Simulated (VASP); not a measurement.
# HCl in VASP: notebook, part 2 of 2

VASP 6.6.1. The steps go on from the part before.

**4. Relaxation of the atoms, PBE+D3(BJ)**

INCAR

```
SYSTEM = HCl
PREC = Accurate
ENCUT = 520
EDIFF = 1E-6
ISMEAR = -1
SIGMA = 0.05
LREAL = Auto
LASPH = .TRUE.
NELM = 100
ALGO = Normal
ISIF = 2
LWAVE = .FALSE.
LCHARG = .FALSE.
GGA = PE
IVDW = 12
IBRION = 2
NSW = 35
EDIFFG = -0.3
```

KPOINTS

```
Automatic mesh
0
G
  1 1 1
  0 0 0
```

POSCAR

```
HCl
1.0
    7.9895700000      0.0000000000      0.0000000000
    0.0000000000      7.9895700000      0.0000000000
    0.0000000000      0.0000000000      7.9895700000
Cl H
10 10
Direct
    0.1525333000      0.5936625000      0.7267554000
    0.4832841000      0.3335697000      0.2610443000
    0.7370031000      0.0969149000      1.0358403000
    0.6637010000      0.5490598000      0.8768392000
    0.6771268000      0.9403938000      0.5474300000
    0.0798268000      0.5976814000      0.2356238000
    0.1220738000     -0.0127330000      0.9587786000
    0.1873295000      0.0450455000      0.5269100000
    0.7461111000      0.3152644000      0.5456689000
    0.4007460000      0.7391106000      0.0766372000
    0.1512395000      0.4618600000      0.6356928000
    0.3661486000      0.2597954000      0.1804053000
    0.7899667000      0.0317732000      0.8993946000
    0.7597147000      0.4328056000      0.8226883000
    0.5766986000      1.0037398000      0.4398779000
    0.1422903000      0.5455182000      0.3736213000
    0.2471669000      0.0179243000      0.8635008000
    0.3064902000     -0.0262273000      0.6068282000
    0.7558191000      0.2829660000      0.3890529000
    0.5306418000      0.8328647000      0.0748305000
```

The run is started by

```console
cat potpaw_PBE.64/Cl/POTCAR potpaw_PBE.64/H/POTCAR > POTCAR
mpirun -np 1 vasp_gam > vasp.out
```

Wall time 6.7 min (1 thread of Intel Xeon Platinum 8488C (Sapphire Rapids), shared host); peak memory 0.51 GiB.

It converged, with:

* Free energy: -62.2597 eV
* Energy gained by relaxing: 43.2 meV/atom
* Ionic steps: 21
* Pressure after relaxing: 0.3 GPa
* Largest force after relaxing: 0.258 eV/Å
* Band gap on the k mesh: 4.93 eV
* Dispersion energy per atom: -0.061 eV

Forces on the atoms (eV/Å):
```
Cl   0.036 -0.131 -0.051
Cl   0.042 -0.008 -0.025
Cl  -0.030  0.129  0.016
Cl   0.069 -0.035  0.031
Cl  -0.079  0.081  0.050
Cl  -0.001  0.088 -0.209
Cl   0.009  0.133  0.081
Cl  -0.012 -0.065  0.112
Cl  -0.072 -0.059  0.193
Cl  -0.059 -0.037  0.007
H    0.023  0.055  0.067
H   -0.077 -0.010  0.016
H    0.072 -0.067 -0.054
H   -0.002  0.065  0.063
H    0.021 -0.050  0.003
H    0.025  0.050  0.016
H   -0.024 -0.044 -0.016
H    0.005 -0.025 -0.151
H    0.084 -0.105 -0.220
H   -0.031  0.033  0.070
```

Stress tensor (GPa, compression positive):
```
 0.45  0.08 -0.33
 0.08  0.08 -0.06
-0.33 -0.06  0.52
```

The path:
| step | energy change (eV) | largest force (eV/Å) | pressure (GPa) |
| --- | --- | --- | --- |
| 1 | 0.0000 | 0.9244 | 1.32 |
| 2 | -0.0961 | 0.8275 | 0.61 |
| 3 | -0.1062 | 1.0011 | 0.30 |
| 4 | -0.1528 | 0.9435 | 0.31 |
| 5 | -0.2746 | 0.8171 | 0.33 |
| 6 | -0.4524 | 0.7798 | 0.33 |
| 7 | -0.5990 | 1.4845 | 0.16 |
| 8 | -0.6782 | 0.9498 | 0.66 |
| 9 | -0.6930 | 0.3643 | 0.51 |
| 10 | -0.7092 | 0.3314 | 0.50 |
| 11 | -0.7366 | 0.7860 | 0.48 |
| 12 | -0.7389 | 0.9538 | 0.47 |
| 13 | -0.7432 | 0.9156 | 0.46 |
| 14 | -0.7555 | 0.8004 | 0.43 |
| 15 | -0.7775 | 0.7045 | 0.36 |
| 16 | -0.8097 | 0.7158 | 0.22 |
| 17 | -0.8185 | 0.8852 | -0.10 |
| 18 | -0.8248 | 0.7461 | 0.04 |
| 19 | -0.8456 | 0.4405 | 0.13 |
| 20 | -0.8589 | 0.3041 | 0.29 |
| 21 | -0.8648 | 0.2578 | 0.35 |

Final structure:
```yaml
crystal:
  lattice:
    - [7.98957, 0.00000, 0.00000]
    - [0.00000, 7.98957, 0.00000]
    - [0.00000, 0.00000, 7.98957]
  atoms:
    - { symbol: Cl, position: [0.15651, 0.58847, 0.71940] }
    - { symbol: Cl, position: [0.44250, 0.32564, 0.27175] }
    - { symbol: Cl, position: [0.70021, 0.09081, 0.02062] }
    - { symbol: Cl, position: [0.67377, 0.53898, 0.88858] }
    - { symbol: Cl, position: [0.63072, 0.87070, 0.53595] }
    - { symbol: Cl, position: [0.03277, 0.57366, 0.24311] }
    - { symbol: Cl, position: [0.11104, 0.02937, 0.96698] }
    - { symbol: Cl, position: [0.19907, 0.05837, 0.51703] }
    - { symbol: Cl, position: [0.79353, 0.36494, 0.52311] }
    - { symbol: Cl, position: [0.42425, 0.76851, 0.11499] }
    - { symbol: H, position: [0.15216, 0.44321, 0.64885] }
    - { symbol: H, position: [0.34949, 0.25331, 0.16155] }
    - { symbol: H, position: [0.79635, 0.02993, 0.90620] }
    - { symbol: H, position: [0.78929, 0.43962, 0.83599] }
    - { symbol: H, position: [0.58898, 0.00178, 0.45129] }
    - { symbol: H, position: [0.14233, 0.56696, 0.36064] }
    - { symbol: H, position: [0.23924, 0.01047, 0.87198] }
    - { symbol: H, position: [0.31274, 0.95984, 0.57664] }
    - { symbol: H, position: [0.78368, 0.27537, 0.39071] }
    - { symbol: H, position: [0.55728, 0.85102, 0.07205] }
```

Levels at points of the mesh, in eV from the valence-band top:
| k point | band 38 | band 39 | band 40 | band 41 | band 42 | band 43 |
| --- | --- | --- | --- | --- | --- | --- |
| (0.00, 0.00, 0.00) | -0.27 | -0.12 | 0.00 | 4.93 | 5.97 | 6.37 |

Caveat: the k points lie up to 0.79 Å⁻¹ apart; the relaxation stopped at a loose force limit of 0.3 eV/Å, so its end isn't a converged minimum.

**5. Single point, PBE+D3(BJ)**

INCAR

```
  PREC = Accurate
  ENCUT = 910
  EDIFF = 1E-6
  ISMEAR = -1
  SIGMA = 0.05
  LREAL = Auto
  LASPH = True
  NELM = 120
  ALGO = Normal
  ISIF = 2
  LWAVE = False
  LCHARG = True
  GGA = PE
  IVDW = 12
  LELF = True
  LVHAR = True
  NBANDS = 56
  GGA_COMPAT = False
```

KPOINTS

```
regular mesh
0
Gamma
  1 1 1
```

POSCAR

```
HCl
1.0
    7.9895700000      0.0000000000      0.0000000000
    0.0000000000      7.9895700000      0.0000000000
    0.0000000000      0.0000000000      7.9895700000
Cl H
10 10
Direct
    0.1837068373      0.5323915854      0.6511251874
    0.4204523317      0.3145730773      0.2877166348
    0.6893124440      0.0504000296      1.0578591163
    0.7594623256      0.5998658774      0.8722960215
    0.5986281658      0.8506899843      0.4795155248
   -0.0366311426      0.5460461634      0.2636102499
    0.1163510461      0.1923918847      0.9749071972
    0.1988870981      0.0017103736      0.5769235009
    0.8086300547      0.2469389728      0.5409559070
    0.3423787510      0.7666140161      0.0447280520
    0.1998352877      0.3728911613      0.6264798657
    0.3135022619      0.2651309438      0.1744190268
    0.7862398062     -0.0656379127      0.9950315304
    0.8966806497      0.5500179443      0.8001123326
    0.6664495929      0.9995475810      0.4615617962
    0.0722679731      0.5650485887      0.3852831255
    0.1887005740      0.0932495041      0.8668888967
    0.3528746107     -0.0474555965      0.5458089716
    0.8485657840      0.3377927213      0.4096865000
    0.4696174478      0.8687826001      0.0625108628
```

Potentials or basis: VASP PAW PBE potentials, release 64 (Cl, H_h).

The run is started by

```console
cat potpaw_PBE.64/Cl/POTCAR potpaw_PBE.64/H_h/POTCAR > POTCAR
mpirun -np 1 vasp_gam > vasp.out
```

Wall time 84 s (1 thread of Intel Xeon Platinum 8488C (Sapphire Rapids), shared host); peak memory 0.86 GiB.

It converged, with:

- Free energy: -63.1671 eV
- Pressure: -0.4 GPa
- Largest force: 0.470 eV/Å
- Band gap on the k mesh: 5.42 eV
- Dispersion energy per atom: -0.061 eV

Forces on the atoms (eV/Å):
```
Cl   0.057 -0.176  0.010
Cl  -0.100 -0.043 -0.103
Cl   0.280 -0.329 -0.186
Cl   0.201 -0.046 -0.113
Cl   0.123  0.312 -0.039
Cl   0.201  0.058  0.124
Cl   0.079 -0.075 -0.117
Cl   0.083  0.018  0.000
Cl   0.002 -0.007 -0.092
Cl   0.192  0.160  0.025
H   -0.031  0.188  0.016
H    0.106  0.051  0.094
H   -0.285  0.276  0.171
H   -0.182  0.094  0.109
H   -0.119 -0.303  0.049
H   -0.222 -0.068 -0.182
H   -0.080  0.089  0.114
H   -0.076 -0.002  0.014
H   -0.018 -0.037  0.134
H   -0.211 -0.161 -0.030
```

Stress tensor (GPa, compression positive):
```
-0.39  0.03  0.06
 0.03 -0.51 -0.20
 0.06 -0.20 -0.29
```

Levels at points of the mesh, in eV from the valence-band top:
```csv
k point,band 36,band 37,band 38,band 39,band 40,band 41,band 42,band 43,band 44,band 45
"(0.00, 0.00, 0.00)",-0.29,-0.27,-0.25,-0.09,0.00,5.42,6.51,6.84,6.92,6.99
```

Caveat: the k points lie up to 0.79 Å⁻¹ apart.

**6. Summary**

| task | potentials or basis | cell | cutoff (eV) | second run | gap on the mesh (eV) | pressure (GPa) | largest force (eV/Å) |
| --- | --- | --- | --- | --- | --- | --- | --- |
| single point | VASP PAW PBE potentials, release 64 (Cl, H) | as given | 520 | - | 4.91 | 0.0 | 2.48 |
| relaxation of the atoms | VASP PAW PBE potentials, release 64 (Cl, H) | atoms relaxed | 520 | - | 4.93 | 0.3 | 0.26 |
| single point | VASP PAW PBE potentials, release 64 (Cl, H_h) | as given | 910 | hard_potentials | 5.42 | -0.4 | 0.47 |

Alike in all rows: level PBE+D3(BJ); no spin polarisation; k mesh 1 × 1 × 1; smearing fermi-dirac 0.05 eV.

Caveats: all runs use coarse meshes; the relaxation stopped at a loose force limit of 0.3 eV/Å, so its end isn't a converged minimum (some runs).

Total energies depend on the potentials used, so only differences within one code and one set of settings carry meaning.
